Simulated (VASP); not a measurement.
Set up this calculation in VASP 6.6.1, as the native input.

- Task: single point
- Functional: PBEsol
- Potentials or basis: VASP PAW PBE potentials, release 64 (Ti_sv)
- Cutoff: 520 eV
- k mesh: 28 × 28 × 28
- Occupations: gaussian, width 0.15 eV
- Spin: no spin polarisation
- Dipole correction: no
- Further INCAR settings: ALGO = Fast; EDIFF = 1e-06; NBANDS = 12

The structure of Ti lies in POSCAR:

```
Ti
1.0
   -1.8017725644      1.8017725644      1.2738532030
    1.8017725644     -1.8017725644      1.2738532030
    1.8017725644      1.8017725644     -1.2738532030
Ti
1
Direct
    0.0000000000      0.0000000000      0.0000000000
```

This cell differs from its parent crystal: ratio of the length along z to the lengths across it x 0.707, volume and fractional coordinates fixed.

These files were run (other wordings do the same):

INCAR

```
SYSTEM = Ti
PREC = Accurate
ENCUT = 520
EDIFF = 1E-6
ISMEAR = 0
SIGMA = 0.15
LREAL = .FALSE.
LASPH = .TRUE.
NELM = 60
ALGO = Fast
ISIF = 2
LWAVE = .FALSE.
LCHARG = .FALSE.
GGA = PS
NBANDS = 12
```

KPOINTS

```
regular mesh
0
G
  28 28 28
  0 0 0
```

Potentials or basis: VASP PAW PBE potentials, release 64 (Ti_sv).

Launch:

```sh
$ cat potpaw_PBE.64/Ti_sv/POTCAR > POTCAR
$ mpirun -np 1 vasp_std > vasp.out
```

Results of the run:

The pressure is 0.0 GPa and the band gap on the k mesh is zero (band 6 reaches 8.99 eV, above the bottom of band 7 at 8.28 eV).

Caveat: the PAW data sets were made with another functional, which shifts forces and pressure a little.

It took 5.5 min on 1 thread of Intel Xeon 6975P-C, with other jobs on the host, peak memory 0.42 GiB.
